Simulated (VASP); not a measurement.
Set up this calculation in VASP 6.6.1, as the native input.

```
Task                   : single point
Functional             : PBE
Potentials or basis    : VASP PAW PBE potentials, release 64 (Ta_pv, N)
Cutoff                 : 520 eV
k mesh                 : 12 × 12 × 12
Occupations            : gaussian, width 0.05 eV
Spin                   : no spin polarisation
Dipole correction      : no
Further INCAR settings : ALGO = Normal; EDIFF = 1e-06; NBANDS = 15
```

The structure of TaN lies in POSCAR:

```
TaN
1.0
    0.0000000000      2.1790000000      2.1790000000
    2.1790000000      0.0000000000      2.1790000000
    2.1790000000      2.1790000000      0.0000000000
Ta N
1 1
Direct
    0.5000000000      0.5000000000      0.5000000000
    0.0000000000      0.0000000000      0.0000000000
```

The input as run:

INCAR

```
PREC = Accurate
ENCUT = 520
EDIFF = 1E-6
ISMEAR = 0
SIGMA = 0.05
LREAL = False
LASPH = True
NELM = 100
ALGO = Normal
ISIF = 2
LWAVE = False
LCHARG = False
GGA = PE
NBANDS = 15
```

KPOINTS

```
regular mesh
0
Gamma
  12 12 12
```

Potentials or basis: VASP PAW PBE potentials, release 64 (Ta_pv, N).

Command:

```console
$ cat potpaw_PBE.64/Ta_pv/POTCAR potpaw_PBE.64/N/POTCAR > POTCAR
$ mpirun -np 1 vasp_std > vasp.out
```

Results of the run:

```json
{
 "Pressure": "15.5 GPa",
 "Band gap on the k mesh": "zero (bands 8 and 9 overlap by 4.17 eV)"
}
```

Caveat: the cell stands under pressure; spin-orbit coupling is left out, which moves the levels of the heavy elements.

Run time: 28 s on 1 thread of Intel Xeon 8259CL, with other jobs on the host, peak memory 0.15 GiB.
